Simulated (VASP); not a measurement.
BN:

```xyz
4
Lattice="2.5539 0.0000 0.0000 -1.2770 2.2118 0.0000 0.0000 0.0000 4.2269" Properties=species:S:1:pos:R:3 pbc="T T T"
N     0.0000    1.4745    0.5295
N     1.2770    0.7373    2.6430
B     0.0000    1.4745    2.1123
B     1.2770    0.7373    4.2257
```

```yaml
Program: VASP 6.6.1
Task: relaxation of cell and atoms
Functional: revPBE
Dispersion: D3(BJ)
Potentials_or_basis: VASP PAW PBE potentials, release 64 (N, B)
Cutoff: 600 eV
k_mesh: 12 × 12 × 6
Occupations: fermi-dirac, width 0.05 eV
Spin: no spin polarisation
```

At the start: pressure -7.1 GPa; volume 5.97 Å³/atom.

Task: How do energy, volume and symmetry change on relaxing?

Result: Over 6 steps the energy falls by 2.6 meV/atom and the volume is 5.86 Å³/atom (-1.9 %); space group P6_3mc (No. 186, to 0.05 Å).

The path:
```csv
step,energy change (eV),largest force (eV/Å),pressure (GPa),volume (Å³)
1,0.0000,0.0135,-7.10,23.88
2,0.0004,0.0436,7.71,22.97
3,-0.0103,0.0146,-0.02,23.42
4,-0.0103,0.0151,0.13,23.41
5,-0.0103,0.0172,-0.11,23.43
6,-0.0103,0.0003,0.01,23.42
```

Final structure:
```
CELL_PARAMETERS angstrom
2.53832 0.00000 0.00000
-1.26916 2.19825 0.00000
0.00000 0.00000 4.19753
ATOMIC_POSITIONS crystal
N 0.33333 0.66667 0.12527
N 0.66667 0.33333 0.62527
B 0.33333 0.66667 0.49973
B 0.66667 0.33333 0.99973
```

Caveat: the PAW data sets were made with another functional, which shifts forces and pressure a little.
